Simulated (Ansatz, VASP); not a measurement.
# One calculation of Rh, two programs

```
Rh
1.0
     0.00000    1.95860    1.90155
     1.95860    0.00000    1.90155
     1.95860    1.95860    0.00000
Rh
1
Direct
  0.00000 0.00000 0.00000
```

Change from the starting cell: strain +0.030 along x and y, +0.000 along z, atoms carried along.

Alike in both runs: task single point; functional r2SCAN; k mesh 22 × 22 × 22; occupations gaussian, width 0.15 eV; no spin polarisation.

|  | VASP | Ansatz |
| --- | --- | --- |
| version | VASP 6.6.1 | Ansatz 0.2.0 |
| potentials or method | VASP PAW PBE potentials, release 64 (Rh_pv), cutoff 520 eV | scalar-relativistic, plane waves, PAW |
| valence electrons in the cell | 15 | 17 |

VASP gave:

* gap on the k mesh at the Fermi level (eV): none
* pressure (GPa): -13.7
* traceless stress, the component that is largest in VASP (GPa): 3.96

Q: Which values does Ansatz return?

A: gap on the k mesh at the Fermi level (eV): none; pressure (GPa): -14.6; traceless stress, the component that is largest in VASP (GPa): 3.94.

VASP's potentials were made for PBE, not for r2SCAN. A gap of «none» marks a metal or a gap that the smearing closes. VASP's potentials hold 15 valence electrons a cell and Ansatz's 17, so a difference there can come from the potentials and not from the codes.
